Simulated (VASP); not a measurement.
Set up this calculation in VASP 6.6.1, as the native input.

| Item | Value |
| --- | --- |
| Task | single point |
| Functional | PBE |
| Potentials or basis | VASP PAW PBE potentials, release 64 (In_d, P) |
| Cutoff | 520 eV |
| k mesh | 11 × 11 × 11 |
| Occupations | fermi-dirac, width 0.03 eV |
| Spin | no spin polarisation |
| Dipole correction | no |
| Further INCAR settings | ALGO = Normal; EDIFF = 1e-06; NBANDS = 16 |

The structure of InP lies in POSCAR:

```
InP
1.0
    0.0000000000      2.9058727852      2.9058727852
    2.9058727852      0.0000000000      2.9058727852
    2.9058727852      2.9058727852      0.0000000000
In P
1 1
Direct
    0.0000000000      0.0000000000      0.0000000000
    0.7500000000      0.7500000000      0.7500000000
```

This cell differs from its parent crystal: volume scaled by 0.975.

These files were run (other wordings do the same):

INCAR

```
SYSTEM = InP
PREC = Accurate
ENCUT = 520
EDIFF = 1E-6
ISMEAR = -1
SIGMA = 0.03
LREAL = .FALSE.
LASPH = .TRUE.
NELM = 60
ALGO = Normal
ISIF = 2
LWAVE = .FALSE.
LCHARG = .TRUE.
GGA = PE
LELF = .TRUE.
LVHAR = .TRUE.
NBANDS = 16
```

KPOINTS

```
Automatic mesh
0
G
  11 11 11
  0 0 0
```

Potentials or basis: VASP PAW PBE potentials, release 64 (In_d, P).

Run with:

```sh
$ cat potpaw_PBE.64/In_d/POTCAR potpaw_PBE.64/P/POTCAR > POTCAR
$ mpirun -np 1 vasp_std > vasp.out
```

It gave:

```
Pressure               : 5.3 GPa
Band gap on the k mesh : 0.85 eV, direct
```

Caveat: spin-orbit coupling is left out, which moves the levels of the heavy elements.

Run time: 39 s on 1 thread of Intel(R) Xeon(R) Platinum 8259CL CPU @ 2.50GHz (Skylake/Cascade Lake) (shared host), peak memory 0.19 GiB.
